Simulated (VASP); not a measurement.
# Si in VASP: notebook

Si is run at these levels: r2SCAN; tasks: single point.

Program: VASP 6.6.1. These are calculated values, not measurements. Logs are shortened: lines on timing, memory, paths and dates and some standing lists are left out, and cuts for length are marked.

### Step 1. The cell of the first run

The typed cell holds 8 atoms: a = 5.218 Å, b = 5.218 Å, c = 5.375 Å, α = 90.00°, β = 90.00°, γ = 56.14°.

### Step 2. Single point, r2SCAN

Contents of POSCAR:

```
Si
1.0
    4.6041643100     -2.4553413334      0.0000000000
    4.6041643100      2.4553413334      0.0000000000
    0.0000000000      0.0000000000      5.3752767651
Si
8
Direct
    0.4999882950      0.5000117050      0.7708469306
    0.5000117050      0.4999882950      0.2291530694
    0.0000117050      0.9999882950      0.2708469306
    0.9999882950      0.0000117050      0.7291530694
    0.7251470630      0.7251470630      0.5000000000
    0.2251470630      0.2251470630      0.0000000000
    0.2748529370      0.2748529370      0.5000000000
    0.7748529370      0.7748529370      0.0000000000
```

Contents of INCAR.step1:

```
SYSTEM = Si
ALGO = Normal
EDIFF = 1E-4
ENCUT = 520
GGA = PE
ISMEAR = 0
LASPH = .TRUE.
LCHARG = .FALSE.
LREAL = .FALSE.
LWAVE = .TRUE.
NBANDS = 26
NELM = 100
PREC = Accurate
SIGMA = 0.15
```

Contents of INCAR.step2:

```
SYSTEM = Si
ALGO = Normal
EDIFF = 1E-7
ENCUT = 520
ISIF = 2
ISMEAR = 0
ISTART = 1
LASPH = .TRUE.
LCHARG = .FALSE.
LMIXTAU = .TRUE.
LREAL = .FALSE.
LWAVE = .FALSE.
METAGGA = R2SCAN
NBANDS = 26
NELM = 100
PREC = Accurate
SIGMA = 0.15
```

Contents of KPOINTS:

```
k-points
0
G
  8 8 6
  0 0 0
```

Potentials or basis: VASP PAW PBE potentials, release 64 (Si).

Run with:

```console
$ cat potpaw_PBE.64/Si/POTCAR > POTCAR
$ cp INCAR.step1 INCAR
$ mpirun -np 1 vasp_std > vasp.out
$ cp INCAR.step2 INCAR
$ mpirun -np 1 vasp_std > vasp.out
```

OUTCAR:

```text
SYSTEM = Si
   EDIFF = 1E-7
   ENCUT = 520
   ISIF = 2
   ISMEAR = 0
   ISTART = 1
   LASPH = .TRUE.
   LREAL = .FALSE.
   METAGGA = R2SCAN
   NELM = 100
   PREC = Accurate

 ion  position               nearest neighbor table
   1  0.500  0.500  0.771-   2 2.46   4 2.47   4 2.47   5 2.53   7 2.53   6 2.81   8 2.81   2 2.91

   2  0.500  0.500  0.229-   1 2.46   3 2.47   3 2.47   5 2.53   7 2.53   6 2.81   8 2.81   1 2.91

   3  0.000  1.000  0.271-   4 2.46   2 2.47   2 2.47   6 2.53   8 2.53   7 2.81   5 2.81   4 2.91

   4  1.000  0.000  0.729-   3 2.46   1 2.47   1 2.47   6 2.53   8 2.53   7 2.81   5 2.81   3 2.91

   5  0.725  0.725  0.500-   7 2.50   7 2.50   1 2.53   2 2.53   8 2.73   8 2.73   3 2.81   4 2.81

   6  0.225  0.225  0.000-   8 2.50   8 2.50   3 2.53   4 2.53   7 2.73   7 2.73   1 2.81   2 2.81

   7  0.275  0.275  0.500-   5 2.50   5 2.50   1 2.53   2 2.53   6 2.73   6 2.73   3 2.81   4 2.81

   8  0.775  0.775  0.000-   6 2.50   6 2.50   3 2.53   4 2.53   5 2.73   5 2.73   1 2.81   2 2.81

  LATTYP: Found a base centered orthorhombic cell.
 ALAT       =     4.9106826668
 B/A-ratio  =     1.8751626291
 C/A-ratio  =     1.0946088619

  Lattice vectors:

 A1 = (  -4.6041643100,  -2.4553413334,   0.0000000000)
 A2 = (   4.6041643100,  -2.4553413334,   0.0000000000)
 A3 = (   0.0000000000,   0.0000000000,   5.3752767651)

Analysis of symmetry for initial positions (statically):
=====================================================================
 Subroutine PRICEL returns:
 Original cell was already a primitive cell.

 Routine SETGRP: Setting up the symmetry group for a
 base centered orthorhombic supercell.

 Subroutine GETGRP returns: Found  8 space group operations
 (whereof  4 operations were pure point group operations)
 out of a pool of  8 trial point group operations.

The static configuration has the point symmetry C_2h.
 The point group associated with its full space group is D_2h.

Analysis of symmetry for dynamics (positions and initial velocities):
=====================================================================
 Subroutine PRICEL returns:
 Original cell was already a primitive cell.

 Routine SETGRP: Setting up the symmetry group for a
 base centered orthorhombic supercell.

 Subroutine GETGRP returns: Found  8 space group operations
 (whereof  4 operations were pure point group operations)
 out of a pool of  8 trial point group operations.

The dynamic configuration has the point symmetry C_2h.
 The point group associated with its full space group is D_2h.

 Subroutine INISYM returns: Found  8 space group operations
 (whereof  4 operations are pure point group operations),
 and found     1 'primitive' translations

----------------------------------------------------------------------------------------

                                     Primitive cell

  volume of cell :     121.5328

  direct lattice vectors                    reciprocal lattice vectors
     4.604164310 -2.455341333  0.000000000     0.108597341 -0.203637675  0.000000000
     4.604164310  2.455341333  0.000000000     0.108597341  0.203637675  0.000000000
     0.000000000  0.000000000  5.375276765     0.000000000  0.000000000  0.186036932

  length of vectors
     5.217952669  5.217952669  5.375276765     0.230784932  0.230784932  0.186036932

  position of ions in fractional coordinates (direct lattice)
     0.499988295  0.500011705  0.770846931
     0.500011705  0.499988295  0.229153069
     0.000011705  0.999988295  0.270846931
     0.999988295  0.000011705  0.729153069
     0.725147063  0.725147063  0.500000000
     0.225147063  0.225147063  0.000000000
     0.274852937  0.274852937  0.500000000
     0.774852937  0.774852937  0.000000000

  ion indices of the primitive-cell ions
   primitive index   ion index
                 1           1
                 2           2
                 3           3
                 4           4
                 5           5
                 6           6
                 7           7
                 8           8

----------------------------------------------------------------------------------------

 KPOINTS: k-points

Automatic generation of k-mesh.
 Grid dimensions read from file:
 generate k-points for:    8    8    6

 Generating k-lattice:

  Cartesian coordinates                     Fractional coordinates (reciprocal lattice)
     0.013574668 -0.025454709  0.000000000     0.125000000  0.000000000  0.000000000
     0.013574668  0.025454709  0.000000000     0.000000000  0.125000000  0.000000000
     0.000000000  0.000000000  0.031006155     0.000000000  0.000000000  0.166666667

  Length of vectors
     0.028848117  0.028848117  0.031006155

  Shift w.r.t. Gamma in fractional coordinates (k-lattice)
     0.000000000  0.000000000  0.000000000

 Subroutine IBZKPT returns following result:
 ===========================================

 Found     84 irreducible k-points:

 Following reciprocal coordinates:
            Coordinates               Weight
  0.000000  0.000000  0.000000      1.000000
  0.125000  0.000000  0.000000      4.000000
  0.250000  0.000000  0.000000      4.000000
  0.375000  0.000000  0.000000      4.000000
  0.500000  0.000000  0.000000      2.000000
  0.125000  0.125000  0.000000      2.000000
[... 16 lines left out ...]
  0.125000  0.000000  0.166667      8.000000
  0.250000  0.000000  0.166667      8.000000
 [... further k-points ...]
   k-points           NKPTS =     84   k-points in BZ     NKDIM =     84   number of bands    NBANDS=     26
   number of dos      NEDOS =    301   number of ions     NIONS =      8
   total plane-waves  NPLWV =  64000
   dimension x,y,z NGX =    40 NGY =   40 NGZ =   40
   dimension x,y,z NGXF=    80 NGYF=   80 NGZF=   80
   ions per type =               8
   NGX,Y,Z   is equivalent  to a cutoff of  12.74, 12.74, 12.37 a.u.
   NGXF,Y,Z  is equivalent  to a cutoff of  25.49, 25.49, 24.74 a.u.
 SYSTEM =  Si
   PREC   = accura    normal or accurate (medium, high low for compatibility)
   ISTART =      1    job   : 0-new  1-cont  2-samecut
   ICHARG =      0    charge: 1-file 2-atom 10-const
   ISPIN  =      1    spin polarized calculation?
   LNONCOLLINEAR =      F non collinear calculations
   LSORBIT =      F    spin-orbit coupling
   LASPH  =      T    aspherical Exc in radial PAW
   ENCUT  =  520.0 eV  38.22 Ry    6.18 a.u.   9.70  9.70  9.99*2*pi/ulx,y,z
   NELM   =    100;   NELMIN=  2; NELMDL=  0     # of ELM steps
   EDIFF  = 0.1E-06   stopping-criterion for ELM
   LREAL  =      F    real-space projection
   EDIFFG = 0.1E-05   stopping-criterion for IOM
   NSW    =      0    number of steps for IOM
   IBRION =     -1    ionic relax: 0-MD 1-quasi-New 2-CG
   NFREE  =      0    steps in history (QN), initial steepest desc. (CG)
   ISIF   =      2    stress and relaxation
   ISYM   =      2    0-nonsym 1-usesym 2-fastsym
   POTIM  = 0.5000    time-step for ionic-motion
   TEBEG  =    0.0;   TEEND  =   0.0 temperature during run
   PSTRESS=    0.0 pullay stress
   NELECT =      32.0000    total number of electrons
   NUPDOWN=      -1.0000    fix difference up-down
   EMIN   =  10.00;   EMAX   =-10.00  energy-range for DOS
   EFERMI =   0.00;   METHOD = LEGACY
   ISMEAR =     0;   SIGMA  =   0.15  broadening in eV -4-tet -1-fermi 0-gaus
   EFERMI_NEDOS =   21; number of points for ismear=-14 and -15
   IALGO  =     38    algorithm
   IMIX   =      4    mixing-type and parameters
     AMIX     =   0.40;   BMIX     =  1.00
     AMIX_MAG =   1.60;   BMIX_MAG =  1.00
  volume/ion in A,a.u.               =      15.19       102.52
  Fermi-wavevector in a.u.,A,eV,Ry     =   1.049285  1.982862 14.980014  1.101000
  Thomas-Fermi vector in A             =   2.184242
   LORBIT       =      0    0 simple, 1 ext, 2 COOP (PROOUT), +10 PAW based schemes
   METAGGA = R2SCAN    functional components
   LHFCALC =     F    Hartree Fock is set to
   AEXX    =    0.0000 exact exchange contribution
   IVDW    =     0    specifies the selected vdW correction
   LEPSILON=     F    determine dielectric tensor
   LRPA    =     F    only Hartree local field effects (RPA)
 non-spin polarized calculation
 Gauss-broadening in eV      SIGMA  =   0.15
  energy-cutoff  :      520.00
  volume of cell :      121.53
 maximum number of plane-waves:      3308
   NGX = 19   NGY = 19   NGZ = 19

 number of electron      31.9999998 magnetization

 Free energy of the ion-electron system (eV)
  ---------------------------------------------------
  ext. energy  EPLUGINS =         0.00000000
  ---------------------------------------------------
  free energy    TOTEN  =       -66.67233282 eV

  energy without entropy =      -66.64774825  energy(sigma->0) =      -66.66004053

 E-fermi :   9.2169     XC(G=0): -11.5048

 val. band max:        9.1681316895   @ k =  -0.3750   0.1250   0.0000
 cond. band min:       9.2668892864   @ k =  -0.3750   0.3750   0.5000
 fundamental gap:      0.0987575969
 Fermi energy:         9.2169078634

 k-point     1 :       0.0000    0.0000    0.0000
  band No.  band energies     occupation
      1      -5.3281      2.00000
      2      -0.1493      2.00000
      3      -0.1451      2.00000
      4       1.3200      2.00000
      5       1.6029      2.00000
      6       1.8362      2.00000
[... 18 lines left out ...]
     25      15.7721      0.00000
     26      17.2232      0.00000

 k-point     2 :       0.1250    0.0000    0.0000
  band No.  band energies     occupation
      1      -5.2024      2.00000
      2      -0.0310      2.00000
      3      -0.0284      2.00000
      4       0.5619      2.00000
      5       0.9115      2.00000
      6       1.4570      2.00000
[... 18 lines left out ...]
     25      15.7421      0.00000
[... 608 lines left out ...]
     25      16.1471      0.00000
     26      16.6667      0.00000

 k-point    24 :       0.2500    0.0000    0.1667
  band No.  band energies     occupation
      1      -4.6795      2.00000
      2      -1.2162      2.00000
      3      -0.7649      2.00000
      4       0.5958      2.00000
      5       0.9872      2.00000
      6       2.0867      2.00000
[... 18 lines left out ...]
     25      15.0725      0.00000
     26      15.7554      0.00000

 [... further k-points ...]

------------------------ aborting loop because EDIFF is reached ----------------------------------------

  FORCE on cell =-STRESS in cart. coord.  units (eV):
  Direction    XX          YY          ZZ          XY          YZ          ZX
  --------------------------------------------------------------------------------------
  -------------------------------------------------------------------------------------
  Total        0.4216010     -0.0046768     -0.6119676      0.0000000     -0.0000000      0.0000000
  in kB        5.5580021     -0.0616548     -8.0676209      0.0000000     -0.0000000      0.0000000
  external PRESSURE =      -0.8570912 kB  Pullay stress =       0.0000000 kB

 VOLUME and BASIS-vectors are now :
 -----------------------------------------------------------------------------
  energy-cutoff  :      520.00
  volume of cell :      121.53
      direct lattice vectors                 reciprocal lattice vectors
     4.604164310 -2.455341333  0.000000000     0.108597341 -0.203637675  0.000000000
     4.604164310  2.455341333  0.000000000     0.108597341  0.203637675  0.000000000
     0.000000000  0.000000000  5.375276765     0.000000000  0.000000000  0.186036932

 POSITION                                       TOTAL-FORCE (eV/Angst)
 -----------------------------------------------------------------------------------
      4.60416      0.00006      4.14352         0.000000     -0.000164      0.058178
      4.60416     -0.00006      1.23176         0.000000      0.000164     -0.058178
      4.60416      2.45528      1.45588         0.000000      0.000164      0.058178
      4.60416     -2.45528      3.91940         0.000000     -0.000164     -0.058178
      6.67739      0.00000      2.68764         0.020978      0.000000      0.000000
      2.07323      0.00000      0.00000         0.020978      0.000000      0.000000
      2.53094      0.00000      2.68764        -0.020978      0.000000     -0.000000
      7.13510      0.00000      0.00000        -0.020978      0.000000     -0.000000
 -----------------------------------------------------------------------------------
    total drift:                                0.000000     -0.000000      0.000000

  FREE ENERGIE OF THE ION-ELECTRON SYSTEM (eV)
  ---------------------------------------------------
  free  energy   TOTEN  =       -66.6723328167 eV

  energy  without entropy=      -66.6477482499  energy(sigma->0) =      -66.66004053
```

Run time: 5.7 min. Hardware: 1 thread of Intel Xeon 6975P-C (Granite Rapids), shared host; peak memory 0.36 GiB.

Results:

```
Free energy            : -66.6723 eV
Pressure               : -0.1 GPa
Largest force          : 0.058 eV/Å
Band gap on the k mesh : zero (bands 16 and 17 overlap by 3.47 eV)
```

Forces in eV/Å, atoms in the order of the input:
```
Si   0.000  0.000  0.058
Si   0.000  0.000 -0.058
Si   0.000  0.000  0.058
Si   0.000  0.000 -0.058
Si   0.021  0.000  0.000
Si   0.021  0.000  0.000
Si  -0.021  0.000  0.000
Si  -0.021  0.000  0.000
```

Levels at points of the mesh, in eV from the Fermi level:
| k point | band 12 | band 13 | band 14 | band 15 | band 16 | band 17 | band 18 | band 19 | band 20 | band 21 |
| --- | --- | --- | --- | --- | --- | --- | --- | --- | --- | --- |
| (0.00, 0.00, 0.00) | -2.72 | -2.56 | -2.41 | -2.18 | -2.03 | -2.02 | -1.82 | -1.67 | 1.61 | 2.05 |
| (0.50, 0.00, 0.00) | -3.83 | -2.25 | -2.25 | -0.40 | -0.40 | 2.30 | 2.30 | 2.47 | 2.47 | 3.24 |
| (0.50, 0.50, 0.00) | -2.78 | -2.70 | -2.11 | -1.70 | 0.44 | 1.22 | 1.76 | 1.86 | 2.68 | 3.26 |
| (0.00, 0.00, 0.50) | -4.60 | -4.32 | -4.32 | -2.85 | -2.85 | 2.88 | 2.88 | 3.55 | 3.55 | 3.85 |
| (0.50, 0.00, 0.50) | -1.48 | -1.19 | -1.19 | 0.16 | 0.16 | 0.32 | 0.32 | 0.35 | 0.35 | 3.19 |
| (0.50, 0.50, 0.50) | -1.60 | -1.37 | -1.37 | -1.12 | -1.12 | -0.56 | -0.56 | 2.25 | 2.25 | 2.31 |

Caveat: the PAW data sets were made with another functional, which shifts forces and pressure a little.

### Step 3. Single point, r2SCAN

POSCAR, as its differences from that of step 2:

```diff
@@ -10,4 +10,4 @@
     0.5000117050      0.4999882950      0.2291530694
-    0.0000117050      0.9999882950      0.2708469306
-    0.9999882950      0.0000117050      0.7291530694
+    1.0000117050     -0.0000117050      0.2708469306
+   -0.0000117050      1.0000117050      0.7291530694
     0.7251470630      0.7251470630      0.5000000000
```

Contents of INCAR.step1:

```
  PREC = Accurate
  ENCUT = 520
  ISMEAR = 0
  SIGMA = 0.1
  LREAL = False
  LASPH = True
  NELM = 80
  NBANDS = 26
  GGA = PE
  ALGO = Normal
  EDIFF = 1E-4
  LWAVE = True
  LCHARG = False
```

Contents of INCAR.step2:

```
  PREC = Accurate
  ENCUT = 520
  EDIFF = 1E-6
  ISMEAR = 0
  SIGMA = 0.1
  LREAL = False
  LASPH = True
  NELM = 80
  ALGO = Normal
  ISIF = 2
  LWAVE = False
  LCHARG = False
  METAGGA = R2SCAN
  LMIXTAU = True
  NBANDS = 26
  ISTART = 1
```

Contents of KPOINTS:

```
Automatic mesh
0
Gamma
  8 8 8
```

Potentials or basis: VASP PAW PBE potentials, release 64 (Si).

Run with:

```console
$ cat potpaw_PBE.64/Si/POTCAR > POTCAR
$ cp INCAR.step1 INCAR
$ mpirun -np 1 vasp_std > vasp.out
$ cp INCAR.step2 INCAR
$ mpirun -np 1 vasp_std > vasp.out
```

OUTCAR:

```text
PREC = Accurate
   ENCUT = 520
   EDIFF = 1E-6
   ISMEAR = 0
   LREAL = False
   LASPH = True
   NELM = 80
   ISIF = 2
   METAGGA = R2SCAN
   ISTART = 1

 ion  position               nearest neighbor table
   1  0.500  0.500  0.771-   2 2.46   4 2.47   4 2.47   5 2.53   7 2.53   6 2.81   8 2.81   2 2.91

   2  0.500  0.500  0.229-   1 2.46   3 2.47   3 2.47   5 2.53   7 2.53   6 2.81   8 2.81   1 2.91

[... 922 lines left out ...]
  Total       -0.0596060     -0.1099983     -0.0496564      0.0000000     -0.0000000      0.0000000
  in kB       -0.7857907     -1.4501168     -0.6546252      0.0000000     -0.0000000      0.0000000
  external PRESSURE =      -0.9635109 kB  Pullay stress =       0.0000000 kB

 VOLUME and BASIS-vectors are now :
 -----------------------------------------------------------------------------
  energy-cutoff  :      520.00
  volume of cell :      121.53
      direct lattice vectors                 reciprocal lattice vectors
     4.604164310 -2.455341333  0.000000000     0.108597341 -0.203637675  0.000000000
     4.604164310  2.455341333  0.000000000     0.108597341  0.203637675  0.000000000
     0.000000000  0.000000000  5.375276765     0.000000000  0.000000000  0.186036932

 POSITION                                       TOTAL-FORCE (eV/Angst)
 -----------------------------------------------------------------------------------
      4.60416      0.00006      4.14352        -0.000000     -0.000163      0.003757
      4.60416     -0.00006      1.23176        -0.000000      0.000163     -0.003757
      4.60416      2.45528      1.45588        -0.000000      0.000163      0.003757
      4.60416     -2.45528      3.91940        -0.000000     -0.000163     -0.003757
      6.67739      0.00000      2.68764        -0.008955     -0.000000      0.000000
      2.07323      0.00000      0.00000        -0.008955     -0.000000      0.000000
      2.53094      0.00000      2.68764         0.008955     -0.000000     -0.000000
      7.13510      0.00000      0.00000         0.008955     -0.000000     -0.000000
 -----------------------------------------------------------------------------------
    total drift:                                0.000000     -0.000000      0.000000

  FREE ENERGIE OF THE ION-ELECTRON SYSTEM (eV)
  ---------------------------------------------------
  free  energy   TOTEN  =       -66.6747656595 eV

  energy  without entropy=      -66.6635923243  energy(sigma->0) =      -66.66917899
```

OUTCAR.step1:

```text
PREC = Accurate
   ENCUT = 520
   ISMEAR = 0
   LREAL = False
   LASPH = True
[... 950 lines left out ...]
      6.67739      0.00000      2.68764        -0.000813     -0.000000     -0.000000
      2.07323      0.00000      0.00000        -0.000813     -0.000000      0.000000
      2.53094      0.00000      2.68764         0.000813     -0.000000      0.000000
      7.13510      0.00000      0.00000         0.000813     -0.000000     -0.000000
 -----------------------------------------------------------------------------------
    total drift:                                0.000000     -0.000000      0.000000

  FREE ENERGIE OF THE ION-ELECTRON SYSTEM (eV)
  ---------------------------------------------------
  free  energy   TOTEN  =       -40.9987819692 eV

  energy  without entropy=      -40.9857075833  energy(sigma->0) =      -40.99224478
```

It took 8.5 min on 1 thread of Intel Xeon 6975P-C (Granite Rapids), shared host; peak memory 0.39 GiB.

What came out:

```yaml
Free_energy: -66.6748 eV
Pressure: -0.1 GPa
Largest_force: 0.009 eV/Å
Band_gap_on_the_k_mesh: zero (bands 16 and 17 overlap by 3.47 eV)
```

Forces on the atoms (eV/Å):
```
Si   0.000  0.000  0.004
Si   0.000  0.000 -0.004
Si   0.000  0.000  0.004
Si   0.000  0.000 -0.004
Si  -0.009  0.000  0.000
Si  -0.009  0.000  0.000
Si   0.009  0.000  0.000
Si   0.009  0.000  0.000
```

Caveat: the PAW data sets were made with another functional, which shifts forces and pressure a little.

The gap in the log of VASP goes by the Fermi energy; the results here count the filled bands.